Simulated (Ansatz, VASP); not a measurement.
Ir in VASP and in Ansatz

The input INCAR:

```
ALGO = Normal
EDIFF = 1E-6
ENCUT = 520
GGA = PE
ISIF = 2
ISMEAR = 0
LASPH = T
LCHARG = F
LREAL = F
LWAVE = F
NBANDS = 10
NELM = 100
PREC = Accurate
SIGMA = 0.15
```

The input KPOINTS:

```
k-points
0
Gamma
  22 22 22
```

POSCAR

```
Ir
1.0
    0.0000000000      2.0858483354      1.6123607633
    2.0858483354      0.0000000000      1.6123607633
    2.0858483354      2.0858483354      0.0000000000
Ir
1
Direct
    0.0000000000      0.0000000000      0.0000000000
```

Input for Ansatz:

```yaml
crystal:
  lattice:
    - [0.0, 2.0858483354, 1.6123607633]
    - [2.0858483354, 0.0, 1.6123607633]
    - [2.0858483354, 2.0858483354, 0.0]
  atoms:
    - { symbol: Ir, position: [0.0, 0.0, 0.0] }
basis:
  ecutwfc: 420
kpoints:
  mp_grid: { grid: [22, 22, 22] }
hamiltonian:
  xc: pbe
  pseudopotentials: { kind: paw, azcp: { folder: soft_1 } }
scf:
  occupations: { method: gaussian, width: 0.15 }
output:
  forces: true
  stress: true
  eigenvalues: true
```

Alike in both runs: task single point; functional PBE; k mesh 22 × 22 × 22; occupations gaussian, width 0.15 eV; no spin polarisation.

```csv
,VASP,Ansatz
version,VASP 6.6.1,Ansatz 0.2.0
potentials or method,"VASP PAW PBE potentials, release 64 (Ir), cutoff 520 eV","scalar-relativistic, plane waves, PAW"
valence electrons in the cell,9,17
```

VASP gave:

```
gap on the k mesh at the Fermi level (eV)                     : none
pressure (GPa)                                                : 23.5
traceless stress, the component that is largest in VASP (GPa) : 31.44
```

Problem. Estimate Ansatz's values.

Solution. gap on the k mesh at the Fermi level (eV): none; pressure (GPa): 22.7; traceless stress, the component that is largest in VASP (GPa): 31.72.

A gap of «none» marks a metal or a gap that the smearing closes. VASP's potentials hold 9 valence electrons a cell and Ansatz's 17, so a difference there can come from the potentials and not from the codes.

Neither program's run includes spin-orbit coupling.
